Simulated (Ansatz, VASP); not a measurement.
## Si in VASP and in Ansatz

```
CELL_PARAMETERS angstrom
3.83132 0.00000 0.00000
-1.91566 3.31802 0.00000
0.00000 0.00000 6.33262
ATOMIC_POSITIONS crystal
Si 0.33333 0.66667 0.06301
Si 0.66667 0.33333 0.56301
Si 0.33333 0.66667 0.43699
Si 0.66667 0.33333 0.93699
```

Alike in both runs: task single point; functional LDA; k mesh 12 × 12 × 6; occupations gaussian, width 0.03 eV; no spin polarisation.

|  | VASP | Ansatz |
| --- | --- | --- |
| version | VASP 6.6.1 | Ansatz 0.2.0 |
| potentials or method | VASP PAW LDA potentials, release 64 (Si), cutoff 520 eV | scalar-relativistic, plane waves, PAW |
| valence electrons in the cell | 16 | 16 |

|  | VASP | Ansatz | Ansatz less VASP |
| --- | --- | --- | --- |
| gap on the k mesh at the Fermi level (eV) | 0.31 | 0.31 | +0.002 |
| least direct gap on the mesh (eV) | 0.93 | 0.92 | -0.009 |
| pressure (GPa) | -2.0 | -2.0 | -0.04 |
| traceless stress, the component that is largest in VASP (GPa) | 0.09 | 0.10 | +0.007 |
| rms of the force components (eV/Å) | 0.007 | 0.008 | +0.0002 |

LDA's correlation is that of Perdew and Zunger in VASP and of Perdew and Wang (1992) in Ansatz. Atom by atom the forces differ by 0.000 eV/Å (rms over components).
